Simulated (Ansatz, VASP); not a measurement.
## One calculation of YTl, two programs

INCAR

```
ALGO = Normal
EDIFF = 1E-8
ENCUT = 520
ISIF = 2
ISMEAR = -1
LASPH = T
LCHARG = F
LEFG = T
LREAL = F
LWAVE = F
NBANDS = 19
NELM = 60
PREC = Accurate
SIGMA = 0.08
```

File KPOINTS:

```
k-points
0
Gamma
  11 11 11
```

POSCAR

```
YTl
1.0
    3.7634618856      0.0000000000      0.0000000000
    0.0000000000      3.7634618856      0.0000000000
    0.0000000000      0.0000000000      3.7634618856
Y Tl
1 1
Direct
    0.5000000000      0.5000000000      0.5000000000
    0.0000000000      0.0000000000      0.0000000000
```

Input for Ansatz:

```yaml
crystal:
  lattice:
    - [3.7634618856, 0.0, 0.0]
    - [0.0, 3.7634618856, 0.0]
    - [0.0, 0.0, 3.7634618856]
  atoms:
    - { symbol: "Y", position: [0.5, 0.5, 0.5] }
    - { symbol: Tl, position: [0.0, 0.0, 0.0] }
kpoints:
  mp_grid: { grid: [11, 11, 11] }
scf:
  occupations: { method: fermi_dirac, width: 0.08 }
hamiltonian:
  xc: lda
  pseudopotentials: { kind: paw }
output:
  forces: true
  stress: true
  eigenvalues: true
  efg: { contact_densities: true }
```

Change from the starting cell: volume scaled by 1.01, PAW files.

Alike in both runs: task electric field gradients; functional LDA; k mesh 11 × 11 × 11; occupations fermi-dirac, width 0.08 eV; no spin polarisation.

|  | VASP | Ansatz |
| --- | --- | --- |
| version | VASP 6.6.1 | Ansatz 0.2.0 |
| potentials or method | VASP PAW LDA potentials, release 64 (Y_sv, Tl_d) | PAW with Ansatz's default frozen-core files, scalar-relativistic |
| plane-wave cutoff (eV) | 520 | 420 |
| valence electrons in the cell | 24 | 24 |

```csv
,VASP,Ansatz,Ansatz less VASP
pressure (GPa),-3.5,-3.5,-0.06
```

LDA's correlation is that of Perdew and Zunger in VASP and of Perdew and Wang (1992) in Ansatz.

Neither program's run includes spin-orbit coupling.
